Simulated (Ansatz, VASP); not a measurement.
**Two plane-wave programs on Al**

The input INCAR:

```
SYSTEM = Al
PREC = Accurate ; ENCUT = 520
EDIFF = 1E-6 ; ISMEAR = -1
SIGMA = 0.1 ; LREAL = .FALSE.
LASPH = .TRUE. ; NELM = 60
ALGO = Normal ; ISIF = 2
LWAVE = .FALSE. ; LCHARG = .FALSE.
GGA = CA ; NBANDS = 10
```

Contents of KPOINTS:

```
Automatic mesh
0
G
  14 14 8
  0 0 0
```

File POSCAR:

```
Al
1.0
    2.7176770640      0.0000000000      0.0000000000
   -1.3588385320      2.3535773767      0.0000000000
    0.0000000000      0.0000000000      4.3825713306
Al
2
Direct
    0.3333333333      0.6666666667      0.2500000000
    0.6666666667      0.3333333333      0.7500000000
```

Input for Ansatz:

```yaml
crystal:
  lattice:
    - [2.717677064, 0.0, 0.0]
    - [-1.358838532, 2.3535773767, 0.0]
    - [0.0, 0.0, 4.3825713306]
  atoms:
    - { symbol: Al, position: [0.3333333333, 0.6666666667, 0.25] }
    - { symbol: Al, position: [0.6666666667, 0.3333333333, 0.75] }
hamiltonian:
  xc: lda
  pseudopotentials:
    kind: paw
    azcp:
      Al: "pseudopotentials/Al.paw.azcp"
basis:
  ecutwfc: 420
  fft_grid_basis: typed
kpoints:
  mp_grid: { grid: [14, 14, 8], shift: [0, 0, 0] }
magnetization:
  spin_polarized: false
scf:
  occupations: { method: fermi_dirac, width: 0.1 }
  lower_state_search: "off"
output:
  stress: true
```

Alike in both runs: task single point; functional LDA; k mesh 14 × 14 × 8; occupations fermi-dirac, width 0.1 eV; no spin polarisation.

|  | VASP | Ansatz |
| --- | --- | --- |
| version | VASP 6.6.1 | Ansatz 0.2.0 |
| potentials or method | VASP PAW LDA potentials, release 64 (Al), cutoff 520 eV | plane waves (420 eV) with PAW, scalar-relativistic |
| valence electrons in the cell | 6 | 6 |

```csv
,VASP,Ansatz,Ansatz less VASP
pressure (GPa),13.9,13.7,-0.18
"traceless stress, the component that is largest in VASP (GPa)",2.04,2.03,-0.012
```

Ansatz warns that its potentials were made for another functional, while VASP's fit it. LDA's correlation is that of Perdew and Zunger in VASP and of Perdew and Wang (1992) in Ansatz.
